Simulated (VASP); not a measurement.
Runs of VASP 6.6.1 on Si2W. The structure is that of space group I4/mmm (No. 139), or close to it. The cells are those of the table. 

| task | level | potentials or basis | cell | cutoff (eV) | gap on the mesh (eV) | pressure (GPa) | relaxed volume (Å³/atom) | largest force (eV/Å) |
| --- | --- | --- | --- | --- | --- | --- | --- | --- |
| single point | LDA | VASP PAW LDA potentials, release 64 (W_sv, Si) | a = 4.527 Å, angles 138.4, 138.4, 60.3°, 3 atoms | 520 | none | -5.0 | - | 0.04 |
| single point | PBEsol | VASP PAW PBE potentials, release 64 (W_sv, Si) | a = 4.615 Å, angles 138.4, 138.4, 60.3°, 3 atoms | 520 | none | -13.4 | - | 0.12 |
| single point | revPBE | VASP PAW PBE potentials, release 64 (W_sv, Si) | a = 4.527 Å, angles 138.4, 138.4, 60.3°, 3 atoms | 520 | none | (a) | - | 0.11 |
| single point | LDA | VASP PAW LDA potentials, release 64 (W_sv, Si) | a = 4.615 Å, angles 138.4, 138.4, 60.3°, 3 atoms | 520 | none | -16.3 | - | 0.18 |
| relaxation of cell and atoms | BLYP+D3(BJ) | VASP PAW PBE potentials, release 64 (W_sv, Si) | relaxed from a = 4.527 Å, angles 138.4, 138.4, 60.3°, 3 atoms | 600 | none | 0.0 | (c) | - |
| single point | BLYP | VASP PAW PBE potentials, release 64 (W_sv, Si) | a = 4.527 Å, angles 138.4, 138.4, 60.3°, 3 atoms | 520 | none | 13.3 | - | 0.01 |
| single point | LDA | VASP PAW LDA potentials, release 64 (W_sv, Si) | a = 4.492 Å, angles 138.5, 138.5, 60.2°, 3 atoms | 520 | none | 0.8 | - | 0.02 |
| single point | LDA | VASP PAW LDA potentials, release 64 (W_sv, Si) | a = 4.586 Å, angles 138.4, 138.4, 60.3°, 3 atoms | 520 | none | -12.9 | - | 0.14 |
| single point | r2SCAN | VASP PAW PBE potentials, release 64 (W_sv, Si) | a = 4.466 Å, angles 138.4, 138.4, 60.3°, 3 atoms | 520 | none | (b) | - | 0.12 |
| relaxation of cell and atoms | PBEsol+D4 | VASP PAW PBE potentials, release 64 (W_sv, Si) | relaxed from a = 4.527 Å, angles 138.4, 138.4, 60.3°, 3 atoms | 600 | none | -0.1 | 13.18 | - |

Alike in all rows: no spin polarisation; k mesh 12 × 12 × 12; smearing fermi-dirac 0.05 eV.

**Question.** Estimate the missing entries.

**Answer.** (a) 5.2; (b) 9.5; (c) 13.30.

Caveats: spin-orbit coupling is left out, which moves the levels of the heavy elements; the PAW data sets were made with another functional, which shifts forces and pressure a little (at least some runs); the cell stands under tension (at least some runs); the cell stands under pressure (at least some runs).

A k mesh can miss the band edges, and the runs leave out spin-orbit coupling on W.

A gap of «none» marks levels without a gap at the run's occupations.
